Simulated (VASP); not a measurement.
# Sr2NbO2 (P-3m1) in VASP: further runs, part 2 of 2

VASP 6.6.1. Earlier steps stand in the parts before.

## Step 3: Single point, PBE, collinear spin

This run uses another cell than the first one, of 21.48 Å³/atom.

File INCAR:

```
SYSTEM = Sr2NbO2
ALGO     = Normal         ! electronic algorithm
EDIFF    = 1E-6           ! SCF threshold, eV
ENCUT    = 520            ! plane-wave cutoff, eV
GGA      = PE             ! functional
ISIF     = 2              ! what is computed and relaxed
ISMEAR   = 0              ! smearing method
ISPIN    = 2              ! spin polarisation
LASPH    = .True.         ! aspherical terms in the spheres
LCHARG   = .False.        ! write CHGCAR
LMAXMIX  = 4              ! l up to which the mixer works
LORBIT   = 11             ! projections on sites
LREAL    = .False.        ! projectors in reciprocal space
LWAVE    = .False.        ! write WAVECAR
MAGMOM   = 0.02 0.02 0.49 0.03 0.03 ! initial moments
NBANDS   = 34             ! bands
NELM     = 150            ! most SCF steps
PREC     = Accurate       ! precision mode
SIGMA    = 0.1            ! smearing width, eV
```

File KPOINTS:

```
k-points
0
Gamma
  6 6 2
  0 0 0
```

File POSCAR:

```
Sr2NbO2
1.0
    3.5873978600      0.0000000000      0.0000000000
   -1.7936989300      3.1067776800      0.0000000000
    0.0000000000      0.0000000000      9.6386194300
Sr Nb O
2 1 2
Direct
    0.6666666700      0.3333333300      0.2154780000
    0.3333333300      0.6666666700      0.7845220000
    0.0000000000      0.0000000000      0.5000000000
    0.6666666700      0.3333333300      0.6607440100
    0.3333333300      0.6666666700      0.3392559900
```

Potentials or basis: VASP PAW PBE potentials, release 64 (Sr_sv, Nb_sv, O).

On the command line:

```sh
> cat potpaw_PBE.64/Sr_sv/POTCAR potpaw_PBE.64/Nb_sv/POTCAR potpaw_PBE.64/O/POTCAR > POTCAR
> mpirun -np 1 vasp_std > vasp.out
```

OUTCAR:

```text
SYSTEM = Sr2NbO2
   EDIFF = 1E-6
   ENCUT = 520
   GGA = PE
   ISIF = 2
   ISMEAR = 0
   ISPIN = 2
   LASPH = .True.
   LORBIT = 11
   LREAL = .False.
   NELM = 150
   PREC = Accurate

 ion  position               nearest neighbor table
   1  0.667  0.333  0.215-   5 2.39   5 2.39   5 2.39   3 3.44   3 3.44   3 3.44   2 4.64   2 4.64
                             2 4.64
   2  0.333  0.667  0.785-   4 2.39   4 2.39   4 2.39   3 3.44   3 3.44   3 3.44   1 4.64   1 4.64
                             1 4.64
   3  0.000  0.000  0.500-   1 3.44   2 3.44   2 3.44   1 3.44   1 3.44   2 3.44
   4  0.667  0.333  0.661-   2 2.39   2 2.39   2 2.39
   5  0.333  0.667  0.339-   1 2.39   1 2.39   1 2.39

  LATTYP: Found a hexagonal cell.
[... 1261 lines left out ...]
 -----------------------------------------------------------------------------------
      1.79370      1.03559      2.07691        -0.000000      0.000000     -0.325398
     -0.00000      2.07119      7.56171         0.000000     -0.000000      0.325398
      0.00000      0.00000      4.81931         0.000000      0.000000      0.000000
      1.79370      1.03559      6.36866        -0.000000      0.000000     -1.351918
     -0.00000      2.07119      3.26996         0.000000      0.000000      1.351918
 -----------------------------------------------------------------------------------
    total drift:                                0.000000      0.000000      0.000000

  FREE ENERGIE OF THE ION-ELECTRON SYSTEM (eV)
  ---------------------------------------------------
  free  energy   TOTEN  =       -29.3820811518 eV

  energy  without entropy=      -29.3685018661  energy(sigma->0) =      -29.37529151

 total charge

# of ion       s       p       d       tot
------------------------------------------
    1        2.034   5.782   0.307   8.122
    2        2.034   5.782   0.307   8.122
    3        2.084   5.925   2.442  10.451
    4        1.563   3.373   0.000   4.936
    5        1.563   3.373   0.000   4.936
--------------------------------------------------
tot          9.278  24.235   3.055  36.567

 magnetization (x)

# of ion       s       p       d       tot
------------------------------------------
    1        0.004   0.009   0.019   0.033
    2        0.004   0.009   0.019   0.033
    3        0.010   0.004   0.492   0.506
    4        0.003   0.021   0.000   0.024
    5        0.003   0.021   0.000   0.024
--------------------------------------------------
tot          0.025   0.064   0.530   0.619
```

OSZICAR:

```text
N       E                     dE             d eps       ncg     rms          rms(c)
DAV:   1     0.363248069144E+03    0.36325E+03   -0.23077E+04  1904   0.125E+03
DAV:   2    -0.342405731240E+01   -0.36667E+03   -0.35359E+03  2496   0.385E+02
DAV:   3    -0.339736807699E+02   -0.30550E+02   -0.29827E+02  2944   0.914E+01
[... 13 lines left out ...]
DAV:  17    -0.293820358781E+02   -0.28296E-03   -0.64267E-04  2332   0.106E-01    0.716E-02
DAV:  18    -0.293820691793E+02   -0.33301E-04   -0.12375E-04  2592   0.457E-02    0.319E-02
DAV:  19    -0.293820798634E+02   -0.10684E-04   -0.17377E-05  2294   0.175E-02    0.950E-03
DAV:  20    -0.293820809715E+02   -0.11081E-05   -0.44871E-06  2210   0.981E-03    0.467E-03
DAV:  21    -0.293820811518E+02   -0.18029E-06   -0.10295E-06  1660   0.481E-03
   1 F= -.29382081E+02 E0= -.29375292E+02  d E =-.135793E-01  mag=     1.0788
```

Run time: 99 s. Hardware: 1 thread of AMD EPYC 9R45 (Zen 5), shared host; peak memory 0.28 GiB.

What came out:

- Free energy: -29.3821 eV
- Pressure: -4.2 GPa
- Largest force: 1.352 eV/Å
- Net moment: 1.08 μB per cell
- Site moments: Sr +0.03; Nb +0.51; O +0.02 μB
- Valence electrons inside the program's atomic spheres: Sr 8.12; Nb 10.45; O 4.94

Forces in eV/Å, atoms in the order of the input:
```
Sr   0.000  0.000 -0.325
Sr   0.000  0.000  0.325
Nb   0.000  0.000  0.000
O    0.000  0.000 -1.352
O    0.000  0.000  1.352
```

Levels at points of the mesh, in eV from the Fermi level:
Spin up:
| k point | band 19 | band 20 | band 21 | band 22 | band 23 | band 24 | band 25 | band 26 | band 27 | band 28 |
| --- | --- | --- | --- | --- | --- | --- | --- | --- | --- | --- |
| (0.00, 0.00, 0.00) | -4.73 | -4.73 | -2.61 | -1.02 | -0.57 | -0.57 | 0.38 | 0.38 | 1.03 | 1.03 |
| (0.50, 0.00, 0.00) | -4.96 | -4.69 | -2.13 | 0.10 | 0.44 | 0.78 | 0.80 | 1.23 | 1.62 | 1.69 |
| (0.00, 0.00, 0.50) | -4.72 | -4.72 | -2.19 | -1.08 | -0.98 | -0.57 | -0.57 | 1.03 | 1.03 | 2.01 |
| (0.50, 0.00, 0.50) | -4.97 | -4.69 | -2.11 | 0.15 | 0.37 | 0.80 | 0.88 | 1.23 | 1.30 | 1.69 |
Spin down:
```
           k point  band 18  band 19  band 20  band 21  band 22  band 23  band 24  band 25  band 26  band 27
(0.00, 0.00, 0.00)    -5.02    -4.68    -4.68    -2.26    -0.50    -0.08    -0.08     0.67     0.68     1.27
(0.50, 0.00, 0.00)    -5.05    -4.92    -4.64    -1.69     0.49     0.92     0.98     1.30     1.47     1.87
(0.00, 0.00, 0.50)    -5.06    -4.68    -4.68    -1.86    -0.74    -0.50    -0.08    -0.08     1.27     1.27
(0.50, 0.00, 0.50)    -5.05    -4.93    -4.64    -1.67     0.52     0.77     1.21     1.30     1.47     1.47
```

Caveat: the cell stands under tension; forces of over 1 eV/Å act on the atoms, so gaps and moduli don't describe the material at rest.

## Step 4: Relaxation of cell and atoms, PBE, collinear spin

This run uses another cell than the first one, of 21.48 Å³/atom.

File INCAR:

```
SYSTEM = Sr2NbO2
PREC     = Accurate       ! precision mode
ENCUT    = 600            ! plane-wave cutoff, eV
EDIFF    = 1E-6           ! SCF threshold, eV
ISMEAR   = 0              ! smearing method
SIGMA    = 0.1            ! smearing width, eV
LREAL    = .False.        ! projectors in reciprocal space
LASPH    = .True.         ! aspherical terms in the spheres
NELM     = 150            ! most SCF steps
ALGO     = Normal         ! electronic algorithm
ISIF     = 3              ! what is computed and relaxed
LWAVE    = .False.        ! write WAVECAR
LCHARG   = .False.        ! write CHGCAR
ISPIN    = 2              ! spin polarisation
MAGMOM   = -0.01 -0.01 0.88 0.05 0.05 ! initial moments
LORBIT   = 11             ! projections on sites
LMAXMIX  = 4              ! l up to which the mixer works
GGA      = PE             ! functional
IBRION   = 2              ! ionic algorithm
NSW      = 90             ! ionic steps
EDIFFG   = -0.04          ! ionic threshold
```

File KPOINTS:

```
regular mesh
0
Gamma
  6 6 2
  0 0 0
```

POSCAR is that of step 3.

On the command line:

```sh
> cat potpaw_PBE.64/Sr_sv/POTCAR potpaw_PBE.64/Nb_sv/POTCAR potpaw_PBE.64/O/POTCAR > POTCAR
> mpirun -np 1 vasp_std > vasp.out
```

Wall time 22 min (1 thread of AMD EPYC 9R45 (Zen 5), shared host); peak memory 0.33 GiB.

It converged, with:

| Item | Value |
| --- | --- |
| Free energy | -30.4358 eV |
| Relaxed volume | 19.82 Å³/atom |
| Relaxed cell | a = 3.620 Å, b = 3.620 Å, c = 8.731 Å, α = 90.00°, β = 90.00°, γ = 120.00° |
| Space group after relaxing (to 0.1 Å) | P-3m1 (No. 164) |
| Energy gained by relaxing | 211.4 meV/atom |
| Ionic steps | 24 |
| Pressure after relaxing | 0.0 GPa |
| Largest force after relaxing | 0.028 eV/Å |
| Net moment | 1.21 μB per cell |
| Site moments | Sr -0.01; Nb +1.07; O +0.03 μB |
| Valence electrons inside the program's atomic spheres | Sr 8.09; Nb 10.53; O 4.97 |

Forces on the atoms (eV/Å):
```
Sr   0.000  0.000 -0.009
Sr   0.000  0.000  0.009
Nb   0.000  0.000  0.000
O    0.000  0.000 -0.028
O    0.000  0.000  0.028
```

Step by step:
```tsv
step	energy change (eV)	largest force (eV/Å)	pressure (GPa)	volume (Å³)
1	0.0000	1.3427	-4.21	107.42
2	-0.3768	1.5553	-0.36	98.87
3	-0.4980	1.5459	5.24	91.92
4	-0.6908	1.1539	4.94	91.12
5	-0.8769	0.2154	6.19	89.15
6	-0.9823	0.2556	0.98	93.87
7	-0.9860	0.3104	-0.10	95.05
8	-0.9951	0.2754	-0.09	95.25
9	-1.0154	0.1766	-0.01	95.86
10	-1.0291	0.0213	0.29	97.06
11	-1.0292	0.0327	0.25	96.96
12	-1.0368	0.1619	0.46	97.74
13	-1.0502	0.1498	-0.95	100.09
14	-1.0506	0.1527	-0.73	99.72
15	-1.0523	0.1345	-0.69	99.76
16	-1.0539	0.0981	-0.59	99.83
17	-1.0553	0.0807	-0.29	99.47
18	-1.0561	0.0518	0.20	98.88
19	-1.0561	0.0568	0.16	98.97
20	-1.0561	0.0603	0.09	99.04
21	-1.0561	0.0581	0.07	99.01
22	-1.0561	0.0573	0.09	98.99
23	-1.0564	0.0503	0.09	99.02
24	-1.0569	0.0284	0.02	99.10
```

Final structure:
```
Sr Nb O
1.0
     3.62040    0.00000    0.00000
    -1.81020    3.13536    0.00000
     0.00000    0.00000    8.73072
Sr Nb O
2 1 2
Direct
  0.66667 0.33333 0.21359
  0.33333 0.66667 0.78641
  0.00000 0.00000 0.50000
  0.66667 0.33333 0.61080
  0.33333 0.66667 0.38920
```

Levels at points of the mesh, in eV from the Fermi level:
Spin up:
```tsv
k point	band 19	band 20	band 21	band 22	band 23	band 24	band 25	band 26	band 27
(0.00, 0.00, 0.00)	-4.43	-4.43	-2.32	-0.93	-0.93	0.17	0.19	2.09	3.17
(0.50, 0.00, 0.00)	-4.82	-4.49	-1.61	-0.24	0.12	0.36	0.54	1.86	1.87
(0.00, 0.00, 0.50)	-4.43	-4.43	-1.72	-0.92	-0.92	-0.84	0.94	1.46	3.10
(0.50, 0.00, 0.50)	-4.82	-4.47	-1.59	-0.21	0.11	0.42	0.74	1.13	1.81
```
Spin down:
```tsv
k point	band 20	band 21	band 22	band 23	band 24	band 25
(0.00, 0.00, 0.00)	-4.36	-2.54	0.06	0.32	0.32	0.60
(0.50, 0.00, 0.00)	-4.42	-1.15	-0.04	0.26	1.01	1.49
(0.00, 0.00, 0.50)	-4.36	-2.00	-0.68	0.34	0.34	1.32
(0.50, 0.00, 0.50)	-4.40	-1.16	0.03	0.71	0.71	1.19
```

## Step 5: Summary

| task | cell | cutoff (eV) | gap on the mesh (eV) | pressure (GPa) | moment (μB) | largest force (eV/Å) |
| --- | --- | --- | --- | --- | --- | --- |
| single point | a = 3.622, b = 3.622, c = 8.748 Å, angles 90.0, 90.0, 120.0°, 5 atoms, atomic positions A | 520 | none | 0.1 | 1.25 | 0.09 |
| single point | a = 3.587, b = 3.587, c = 9.639 Å, angles 90.0, 90.0, 120.0°, 5 atoms, atomic positions B | 520 | none | -4.2 | 1.08 | 1.35 |
| relaxation of cell and atoms | relaxed from a = 3.587, b = 3.587, c = 9.639 Å, angles 90.0, 90.0, 120.0°, 5 atoms, atomic positions B | 600 | none | 0.0 | 1.21 | 0.03 |

Alike in all rows: level PBE; potentials or basis VASP PAW PBE potentials, release 64 (Sr_sv, Nb_sv, O); spin collinear; k mesh 6 × 6 × 2; smearing gaussian 0.1 eV.

Caveats: the cell stands under tension (at least some runs); forces of over 1 eV/Å act on the atoms, so gaps and moduli don't describe the material at rest (at least some runs).

Absolute energies hang on the potentials; compare differences alone.
